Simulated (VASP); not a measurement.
WSe2: single point with PBEsol

WSe2:

```
W Se
1.0
     0.00000    3.06535    3.06535
     3.06535    0.00000    3.06535
     3.06535    3.06535    0.00000
W Se
1 2
Direct
  0.00000 0.00000 0.00000
  0.75000 0.75000 0.75000
  0.25000 0.25000 0.25000
```

```json
{
 "Program": "VASP 6.6.1",
 "Task": "single point",
 "Functional": "PBEsol",
 "Potentials or basis": "VASP PAW PBE potentials, release 64 (W_sv, Se)",
 "Cutoff": "520 eV",
 "k mesh": "6 × 6 × 6",
 "Occupations": "fermi-dirac, width 0.03 eV",
 "Spin": "no spin polarisation",
 "Dipole correction": "no",
 "Further INCAR settings": "ALGO = Normal; EDIFF = 1e-07; NBANDS = 20"
}
```

| Property | Result |
| --- | --- |
| Pressure | 0.3 GPa |
| Band gap on the k mesh | zero (band 13 reaches 7.31 eV, above the bottom of band 14 at 6.53 eV) |

Levels at points of the mesh, in eV from the Fermi level:
| k point | band 9 | band 10 | band 11 | band 12 | band 13 | band 14 | band 15 | band 16 | band 17 | band 18 |
| --- | --- | --- | --- | --- | --- | --- | --- | --- | --- | --- |
| (0.00, 0.00, 0.00) | -5.95 | -0.89 | -0.89 | -0.36 | -0.36 | -0.36 | 4.30 | 4.30 | 4.30 | 4.37 |
| (0.50, 0.00, 0.00) | -4.41 | -3.12 | -3.01 | -3.01 | -0.42 | -0.42 | 1.65 | 4.37 | 4.37 | 6.60 |
| (0.50, 0.50, 0.00) | -5.23 | -2.33 | -2.33 | -1.27 | 0.09 | 1.43 | 1.76 | 3.93 | 3.93 | 5.23 |

Run time: 43 s on 1 thread of AMD EPYC 7R13, with other jobs on the host, peak memory 0.15 GiB.

Caveat: the PAW data sets were made with another functional, which shifts forces and pressure a little; spin-orbit coupling is left out, which moves the levels of the heavy elements.
